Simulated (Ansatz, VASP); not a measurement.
One calculation of Sr, two programs

```
Sr
1.0
    -2.48276    2.48276    2.48276
     2.48276   -2.48276    2.48276
     2.48276    2.48276   -2.48276
Sr
1
Direct
  0.00000 0.00000 0.00000
```

Change from the starting cell: volume scaled by 1.06.

Alike in both runs: task single point; functional SVWN5; k mesh 8 × 8 × 8; occupations fermi-dirac, width 0.05 eV; collinear spin.

|  | VASP | Ansatz |
| --- | --- | --- |
| version | VASP 6.6.1 | Ansatz 0.2.0 |
| potentials or method | VASP PAW PBE potentials, release 64 (Sr_sv), cutoff 520 eV | all-electron LAPW, scalar-relativistic |

VASP gave:

```
gap on the k mesh at the Fermi level (eV) : none
pressure (GPa)                            : -2.2
net moment per atom (μB)                  : 0.01
```

Estimate Ansatz's values.

gap on the k mesh at the Fermi level (eV): none; pressure (GPa): -2.2; net moment per atom (μB): 0.00.

VASP's potentials were made for PBE, not for SVWN5. A gap of «none» marks a metal or a gap that the smearing closes. Ansatz ran all-electron here, and VASP with PAW potentials.
